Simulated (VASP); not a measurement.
Input of a VASP 6.6.1 run:

Contents of INCAR:

```
  PREC = Accurate
  ENCUT = 520
  EDIFF = 1E-7
  ISMEAR = 0
  SIGMA = 0.1
  LREAL = False
  LASPH = True
  NELM = 80
  ALGO = Normal
  ISIF = 2
  LWAVE = False
  LCHARG = True
  LDIPOL = True
  IDIPOL = 3
  DIPOL = 0.5 0.5 0.290
  GGA = PE
  IVDW = 12
  LELF = True
  LVHAR = True
  LVACPOTAV = True
  NBANDS = 36
```

KPOINTS

```
regular mesh
0
Gamma
  18 18 1
```

POSCAR

```
Nb2H
1.0
    2.8470950710     -0.0000000033      0.0000000000
   -1.4235475327      2.4656566601      0.0000000000
    0.0000000000      0.0000000000     37.8816948800
Nb H
4 2
Direct
    0.3333333333      0.6666666667      0.1843370958
    0.6666666667      0.3333333333      0.2551799573
    0.3333333333      0.6666666667      0.3964183343
    0.6666666667      0.3333333333      0.3255754728
    0.0000000000      0.0000000000      0.2216822139
    0.0000000000      0.0000000000      0.3590732161
```

Potentials or basis: VASP PAW PBE potentials, release 64 (Nb_sv, H).

Command:

```sh
$ cat potpaw_PBE.64/Nb_sv/POTCAR potpaw_PBE.64/H/POTCAR > POTCAR
$ mpirun -np 1 vasp_std > vasp.out
```

Task: Estimate the largest force.

Result: 0.208 eV/Å.

Task: Estimate the band gap on the k mesh.

Result: Zero (bands 27 and 28 overlap by 1.17 eV).

Task: Estimate the dispersion energy per atom.

Result: -0.425 eV.

Forces on the atoms (eV/Å):
```
Nb   0.000  0.000  0.208
Nb   0.000  0.000 -0.205
Nb   0.000  0.000 -0.208
Nb   0.000  0.000  0.205
H    0.000  0.000 -0.095
H    0.000  0.000  0.095
```
